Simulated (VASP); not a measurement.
## KZnCl3: single point with r2SCAN

Crystal: KZnCl3.

```
CELL_PARAMETERS angstrom
4.70411 0.00000 0.00000
0.00000 4.90012 0.00000
0.00000 0.00000 4.90012
ATOMIC_POSITIONS crystal
K 0.00000 0.00000 0.00000
Zn 0.50000 0.50000 0.50000
Cl 0.50000 0.50000 0.00000
Cl 0.50000 0.00000 0.50000
Cl 0.00000 0.50000 0.50000
```

This cell differs from its parent crystal: uniaxial x strain -4.0%.

```json
{
 "Program": "VASP 6.6.1",
 "Task": "single point",
 "Functional": "r2SCAN",
 "Potentials or basis": "VASP PAW PBE potentials, release 64 (K_sv, Zn, Cl)",
 "Cutoff": "520 eV",
 "k mesh": "6 × 6 × 6",
 "Occupations": "gaussian, width 0.01 eV",
 "Spin": "no spin polarisation",
 "Dipole correction": "no",
 "Further INCAR settings": "ALGO = Normal; EDIFF = 1e-06; NBANDS = 29"
}
```

```
Pressure               : 2.0 GPa
Band gap on the k mesh : 2.30 eV (least direct gap 2.95 eV)
```

Stress tensor (GPa, compression positive):
```
3.40 0.00 0.00
0.00 1.37 0.00
0.00 0.00 1.37
```

Levels at points of the mesh, in eV from the valence-band top:
| k point | band 18 | band 19 | band 20 | band 21 | band 22 | band 23 | band 24 | band 25 |
| --- | --- | --- | --- | --- | --- | --- | --- | --- |
| (0.00, 0.00, 0.00) | -0.97 | -0.70 | -0.65 | -0.65 | 2.30 | 6.25 | 7.39 | 7.55 |
| (0.50, 0.00, 0.00) | -1.36 | -1.32 | -0.87 | -0.87 | 5.69 | 8.28 | 8.38 | 9.37 |
| (0.00, 0.50, 0.00) | -1.26 | -1.20 | -0.87 | -0.83 | 5.15 | 8.07 | 8.38 | 8.99 |
| (0.50, 0.50, 0.00) | -1.42 | -1.34 | -0.13 | -0.06 | 7.62 | 8.06 | 8.59 | 9.39 |
| (0.00, 0.50, 0.50) | -1.28 | -1.28 | -0.21 | -0.19 | 7.18 | 8.24 | 8.24 | 9.37 |
| (0.50, 0.50, 0.50) | -0.17 | -0.10 | -0.10 | 0.00 | 6.94 | 6.94 | 7.36 | 7.39 |

It took 3.5 min on 1 thread of Intel(R) Xeon(R) 6975P-C (Granite Rapids), on a shared host, peak memory 0.29 GiB.

Caveat: the cell differs from its parent crystal (uniaxial x strain -4.0%); the PAW data sets were made with another functional, which shifts forces and pressure a little. A k mesh can miss the band edges.
